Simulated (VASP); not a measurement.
Mn3Cu: single point with PBEsol

The system is Mn3Cu.

```
Mn Cu
1.0
     3.31164    0.00000    0.00000
     0.00000    3.31164    0.00000
     0.00000    0.00000    3.31164
Mn Cu
3 1
Direct
  0.00000 0.50000 0.50000
  0.50000 0.00000 0.50000
  0.50000 0.50000 0.00000
  0.00000 0.00000 0.00000
```

* Program: VASP 6.6.1
* Task: single point
* Functional: PBEsol
* Potentials or basis: VASP PAW PBE potentials, release 64 (Mn_pv, Cu)
* Cutoff: 520 eV
* k mesh: 12 × 12 × 12
* Occupations: gaussian, width 0.1 eV
* Spin: no spin polarisation
* Dipole correction: no
* Further INCAR settings: ALGO = Fast; EDIFF = 1e-06; NBANDS = 33

The pressure is 56.9 GPa. The band gap on the k mesh is zero (bands 25 and 26 overlap by 1.72 eV).

Levels at points of the mesh, in eV from the Fermi level:
| k point | band 21 | band 22 | band 23 | band 24 | band 25 | band 26 | band 27 | band 28 | band 29 | band 30 |
| --- | --- | --- | --- | --- | --- | --- | --- | --- | --- | --- |
| (0.00, 0.00, 0.00) | -1.69 | 0.47 | 0.47 | 0.47 | 1.15 | 1.15 | 1.93 | 2.37 | 2.37 | 2.37 |
| (0.50, 0.00, 0.00) | -1.27 | -1.27 | -0.96 | -0.93 | -0.36 | -0.09 | -0.09 | 0.22 | 0.24 | 1.16 |
| (0.50, 0.50, 0.00) | -2.77 | -2.77 | -1.01 | -1.01 | -0.57 | -0.57 | -0.53 | 0.39 | 0.39 | 2.18 |
| (0.50, 0.50, 0.50) | -1.84 | -0.56 | -0.56 | -0.56 | 0.38 | 0.38 | 0.38 | 0.60 | 0.77 | 0.77 |

Run time: 71 s on 1 thread of AMD EPYC 9R45 96-Core Processor (Zen 5), on a shared host, peak memory 0.18 GiB.

Caveat: the cell stands under pressure; the PAW data sets were made with another functional, which shifts forces and pressure a little; the run has no spin polarisation, though such a crystal can be magnetic. Spin polarisation is off, so any magnetic state and its effect on volume and gap are missing.
